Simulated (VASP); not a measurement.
# LaO in VASP: further runs, part 3 of 3

VASP 6.6.1. The steps go on from the part before.

## Step 6: Relaxation of cell and atoms, PBEsol, target pressure 10 GPa, at which the enthalpy is minimised

This run uses another cell than the first one, of 15.78 Å³/atom.

File INCAR:

```
SYSTEM = LaO
PREC = Accurate
ENCUT = 600
EDIFF = 1E-7
ISMEAR = 0
SIGMA = 0.05
LREAL = .FALSE.
LASPH = .TRUE.
NELM = 200
ALGO = Normal
ISIF = 3
LWAVE = .FALSE.
LCHARG = .FALSE.
GGA = PS
IBRION = 2
NSW = 80
EDIFFG = -0.02
PSTRESS = 100.0
GGA_COMPAT = .FALSE.
NELMIN = 4
LMAXMIX = 6
```

File KPOINTS:

```
regular mesh
0
G
  6 6 6
  0 0 0
```

File POSCAR:

```
LaO
1.0
    3.1600000000      0.0000000000      0.0000000000
    0.0000000000      3.1600000000      0.0000000000
    0.0000000000      0.0000000000      3.1600000000
La O
1 1
Direct
    0.0000000000      0.0000000000      0.0000000000
    0.5000000000      0.5000000000      0.5000000000
```

Potentials or basis: VASP PAW PBE potentials, release 64 (La, O).

On the command line:

```console
> cat potpaw_PBE.64/La/POTCAR potpaw_PBE.64/O/POTCAR > POTCAR
> mpirun -np 1 vasp_std > vasp.out
```

OUTCAR:

```text
SYSTEM = LaO
   PREC = Accurate
   ENCUT = 600
   EDIFF = 1E-7
   ISMEAR = 0
   LREAL = .FALSE.
   LASPH = .TRUE.
   NELM = 200
   ISIF = 3
   GGA = PS
   IBRION = 2
   NSW = 80
   EDIFFG = -0.02
   PSTRESS = 100.0
   NELMIN = 4

 ion  position               nearest neighbor table
   1  0.000  0.000  0.000-   2 2.74   2 2.74   2 2.74   2 2.74   2 2.74   2 2.74   2 2.74   2 2.74

   2  0.500  0.500  0.500-   1 2.74   1 2.74   1 2.74   1 2.74   1 2.74   1 2.74   1 2.74   1 2.74

  LATTYP: Found a simple cubic cell.
 ALAT       =     3.1600000000

  Lattice vectors:

 A1 = (   3.1600000000,   0.0000000000,   0.0000000000)
 A2 = (   0.0000000000,   3.1600000000,   0.0000000000)
 A3 = (   0.0000000000,   0.0000000000,   3.1600000000)

Analysis of symmetry for initial positions (statically):
=====================================================================
 Subroutine PRICEL returns:
 Original cell was already a primitive cell.

 Routine SETGRP: Setting up the symmetry group for a
 simple cubic supercell.

 Subroutine GETGRP returns: Found 48 space group operations
 (whereof 48 operations were pure point group operations)
 out of a pool of 48 trial point group operations.

[... 148 lines left out ...]

--------------------------------------- Ionic step        1  -------------------------------------------

 number of electron      16.9999996 magnetization

 Free energy of the ion-electron system (eV)
  ---------------------------------------------------
  ext. energy  EPLUGINS =         0.00000000
  ---------------------------------------------------
  free energy    TOTEN  =       -15.34747807 eV

  energy without entropy =      -15.34527454  energy(sigma->0) =      -15.34637631

------------------------ aborting loop because EDIFF is reached ----------------------------------------

  FORCE on cell =-STRESS in cart. coord.  units (eV):
  Direction    XX          YY          ZZ          XY          YZ          ZX
  --------------------------------------------------------------------------------------
  -------------------------------------------------------------------------------------
  Total       -1.2440594     -1.2440594     -1.2440594      0.0000000      0.0000000     -0.0000000
  in kB      -63.1670281    -63.1670281    -63.1670281      0.0000000      0.0000000     -0.0000000
  external PRESSURE =    -163.1670281 kB  Pullay stress =     100.0000000 kB
[... 101 lines left out ...]
--------------------------------------- Ionic step        4  -------------------------------------------

 number of electron      17.0000001 magnetization

 Free energy of the ion-electron system (eV)
  ---------------------------------------------------
  ext. energy  EPLUGINS =         0.00000000
  ---------------------------------------------------
  free energy    TOTEN  =       -15.32768383 eV

  energy without entropy =      -15.32498249  energy(sigma->0) =      -15.32633316

 E-fermi :  13.3633     XC(G=0): -12.2987

 val. band max:       13.1734793703   @ k =   0.5000   0.5000   0.0000
 cond. band min:      13.3890680122   @ k =   0.3333   0.1667   0.1667
 fundamental gap:      0.2155886419
 Fermi energy:        13.3633356698

 k-point     1 :       0.0000    0.0000    0.0000
  band No.  band energies     occupation
      1     -20.6244      2.00000
      2      -6.2809      2.00000
      3      -2.4548      2.00000
      4      -2.4548      2.00000
      5      -2.4548      2.00000
      6       9.2641      2.00000
      7       9.2641      2.00000
      8       9.2641      2.00000
      9      10.6600      2.00000
     10      10.6600      2.00000
     11      15.1482      0.00000
     12      15.1482      0.00000
[... 316 lines left out ...]
  energy  without entropy=      -15.3249824908  energy(sigma->0) =      -15.32633316

  enthalpy is  TOTEN    =       -13.5692773932 eV   P V=        1.7584064408

 reached required accuracy - stopping structural energy minimisation
```

CONTCAR:

```text
LaO
   1.00000000000000
     3.0428224798136236    0.0000000000000000   -0.0000000000000000
     0.0000000000000000    3.0428224798136236    0.0000000000000000
    -0.0000000000000000    0.0000000000000000    3.0428224798136236
  La              O
     1     1
Direct
     0.0000000000000000    0.0000000000000000    0.0000000000000000
     0.5000000000000000    0.5000000000000000    0.5000000000000000

  0.00000000E+00  0.00000000E+00  0.00000000E+00
  0.00000000E+00  0.00000000E+00  0.00000000E+00
```

Wall time 26 s (1 thread of Intel Xeon 6975P-C (Granite Rapids), shared host); peak memory 0.18 GiB.

What came out:

| Item | Value |
| --- | --- |
| Free energy | -15.3277 eV |
| Relaxed volume | 14.09 Å³/atom |
| Relaxed cell | a = 3.043 Å, b = 3.043 Å, c = 3.043 Å, α = 90.00°, β = 90.00°, γ = 90.00° |
| Space group after relaxing (to 0.1 Å) | Pm-3m (No. 221) |
| Energy change on relaxing (the run minimises the enthalpy) | +9.9 meV/atom |
| Ionic steps | 4 |
| Pressure after relaxing | 9.9 GPa |
| Band gap on the k mesh | zero (an odd number of electrons rules out a gap without spin polarisation) |

The path:
| step | energy change (eV) | largest force (eV/Å) | pressure (GPa) | volume (Å³) |
| --- | --- | --- | --- | --- |
| 1 | 0.0000 | 0.0000 | -6.32 | 31.55 |
| 2 | 0.5269 | 0.0000 | 41.25 | 24.77 |
| 3 | 0.0151 | 0.0000 | 9.40 | 28.25 |
| 4 | 0.0198 | 0.0000 | 9.90 | 28.17 |

Final structure:
```
La O
1.0
     3.04282    0.00000    0.00000
     0.00000    3.04282    0.00000
     0.00000    0.00000    3.04282
La O
1 1
Cartesian
  0.0000 0.0000 0.0000
  1.5214 1.5214 1.5214
```

Caveat: the cell is relaxed towards a set pressure, so the run minimises the enthalpy, not the energy; the PAW data sets were made with another functional, which shifts forces and pressure a little; spin-orbit coupling is left out, which moves the levels of the heavy elements; an odd number of electrons without spin polarisation forces a metal; a magnetic or distorted state may lie lower.

## Step 7: Relaxation of cell and atoms, PBEsol, target pressure 20 GPa, at which the enthalpy is minimised

This run uses another cell than the first one, of 15.78 Å³/atom.

File INCAR:

```
SYSTEM = LaO
  PREC = Accurate
  ENCUT = 600
  EDIFF = 1E-7
  ISMEAR = 0
  SIGMA = 0.05
  LREAL = .FALSE.
  LASPH = .TRUE.
  NELM = 200
  ALGO = Normal
  ISIF = 3
  LWAVE = .FALSE.
  LCHARG = .FALSE.
  GGA = PS
  IBRION = 2
  NSW = 80
  EDIFFG = -0.02
  PSTRESS = 200.0
  GGA_COMPAT = .FALSE.
  NELMIN = 4
  LMAXMIX = 6
```

File KPOINTS:

```
Automatic mesh
0
G
  6 6 6
  0 0 0
```

POSCAR is that of step 6.

On the command line:

```console
> cat potpaw_PBE.64/La/POTCAR potpaw_PBE.64/O/POTCAR > POTCAR
> mpirun -np 1 vasp_std > vasp.out
```

Wall time 42 s (1 thread of Intel Xeon 6975P-C (Granite Rapids), shared host); peak memory 0.18 GiB.

It converged, with:

- Free energy: -15.2046 eV
- Relaxed volume: 13.41 Å³/atom
- Relaxed cell: a = 2.994 Å, b = 2.994 Å, c = 2.994 Å, α = 90.00°, β = 90.00°, γ = 90.00°
- Space group after relaxing (to 0.1 Å): Pm-3m (No. 221)
- Energy change on relaxing (the run minimises the enthalpy): +71.5 meV/atom
- Ionic steps: 7
- Pressure after relaxing: 19.9 GPa
- Band gap on the k mesh: zero (an odd number of electrons rules out a gap without spin polarisation)

Step by step:
| step | energy change (eV) | largest force (eV/Å) | pressure (GPa) | volume (Å³) |
| --- | --- | --- | --- | --- |
| 1 | 0.0000 | 0.0000 | -6.32 | 31.55 |
| 2 | 2.1273 | 0.0000 | 107.84 | 21.14 |
| 3 | 0.1097 | 0.0000 | 21.38 | 27.11 |
| 4 | 0.0905 | 0.0000 | 16.14 | 27.30 |
| 5 | 0.1006 | 0.0000 | 16.89 | 27.20 |
| 6 | 0.1106 | 0.0000 | 17.63 | 27.11 |
| 7 | 0.1429 | 0.0000 | 19.90 | 26.83 |

Final structure:
```cif
data_structure
_symmetry_space_group_name_H-M 'P 1'
_symmetry_Int_Tables_number 1
_cell_length_a 2.9937
_cell_length_b 2.9937
_cell_length_c 2.9937
_cell_angle_alpha 90.000
_cell_angle_beta 90.000
_cell_angle_gamma 90.000
_cell_volume 26.83
loop_
_atom_site_label
_atom_site_type_symbol
_atom_site_fract_x
_atom_site_fract_y
_atom_site_fract_z
_atom_site_occupancy
La1 La 0.00000 0.00000 0.00000 1
O1 O 0.50000 0.50000 0.50000 1
```

Levels at points of the mesh, in eV from the Fermi level:
| k point | band 4 | band 5 | band 6 | band 7 | band 8 | band 9 | band 10 | band 11 | band 12 |
| --- | --- | --- | --- | --- | --- | --- | --- | --- | --- |
| (0.00, 0.00, 0.00) | -15.72 | -15.72 | -4.20 | -4.20 | -4.20 | -2.89 | -2.89 | 1.86 | 1.86 |
| (0.50, 0.00, 0.00) | -15.02 | -15.02 | -7.07 | -5.53 | -5.53 | -1.49 | 0.66 | 1.51 | 2.12 |
| (0.50, 0.50, 0.00) | -19.13 | -14.54 | -5.01 | -5.01 | -4.92 | -0.16 | 0.18 | 1.83 | 1.83 |
| (0.50, 0.50, 0.50) | -18.21 | -18.21 | -8.44 | -8.44 | -8.44 | 2.20 | 2.20 | 2.20 | 2.36 |

Caveat: the cell is relaxed towards a set pressure, so the run minimises the enthalpy, not the energy; the PAW data sets were made with another functional, which shifts forces and pressure a little; spin-orbit coupling is left out, which moves the levels of the heavy elements; an odd number of electrons without spin polarisation forces a metal; a magnetic or distorted state may lie lower.

## Step 8: Overview

| task | cell | k mesh | gap on the mesh (eV) | pressure (GPa) |
| --- | --- | --- | --- | --- |
| single point | a = 3.099, b = 3.099, c = 3.116 Å, 2 atoms | 6 × 6 × 5 | none | 0.3 |
| single point | a = 3.065, b = 3.065, c = 3.082 Å, 2 atoms | 6 × 6 × 5 | none | 5.3 |
| relaxation of cell and atoms | relaxed from a = 3.160 Å, 2 atoms | 6 × 6 × 6 | none | 0.0 |
| relaxation of cell and atoms | relaxed to 5 GPa from a = 3.160 Å, 2 atoms | 6 × 6 × 6 | none | 4.8 |
| relaxation of cell and atoms | relaxed to 10 GPa from a = 3.160 Å, 2 atoms | 6 × 6 × 6 | none | 9.9 |
| relaxation of cell and atoms | relaxed to 20 GPa from a = 3.160 Å, 2 atoms | 6 × 6 × 6 | none | 19.9 |

Alike in all rows: level PBEsol; potentials or basis VASP PAW PBE potentials, release 64 (La, O); no spin polarisation; cutoff (eV) 600; smearing gaussian 0.05 eV.

Caveats: some runs use coarse meshes; the PAW data sets were made with another functional, which shifts forces and pressure a little; spin-orbit coupling is left out, which moves the levels of the heavy elements; an odd number of electrons without spin polarisation forces a metal; a magnetic or distorted state may lie lower; the cell is relaxed towards a set pressure, so the run minimises the enthalpy, not the energy (at least some runs).

Total energies depend on the potentials used, so only differences within one code and one set of settings carry meaning.
